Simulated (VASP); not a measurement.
Input of a VASP 6.6.1 run:

INCAR

```
PREC = Accurate
ENCUT = 520
EDIFF = 1E-6
ISMEAR = 0
SIGMA = 0.1
LREAL = False
LASPH = True
NELM = 100
ALGO = Fast
ISIF = 2
LWAVE = False
LCHARG = False
GGA = PS
NBANDS = 33
```

KPOINTS

```
Automatic mesh
0
Gamma
  12 12 8
```

The input POSCAR:

```
SiNi2
1.0
    3.8839964814      0.0000000000      0.0000000000
   -1.9419982407      3.3636396211      0.0000000000
    0.0000000000      0.0000000000      4.9447717391
Si Ni
2 4
Direct
    0.3333333333      0.6666666667      0.7500000000
    0.6666666667      0.3333333333      0.2500000000
    0.0000000000      0.0000000000      0.0000000000
    0.0000000000      0.0000000000      0.5000000000
    0.3333333333      0.6666666667      0.2500000000
    0.6666666667      0.3333333333      0.7500000000
```

Potentials or basis: VASP PAW PBE potentials, release 64 (Si, Ni).

Run with:

```console
$ cat potpaw_PBE.64/Si/POTCAR potpaw_PBE.64/Ni/POTCAR > POTCAR
$ mpirun -np 1 vasp_std > vasp.out
```

(1) Estimate the pressure.

(2) Estimate the band gap on the k mesh.

## Answers

(1) -2.7 GPa.

(2) zero (bands 24 and 25 overlap by 3.32 eV).

Caveat: the PAW data sets were made with another functional, which shifts forces and pressure a little.
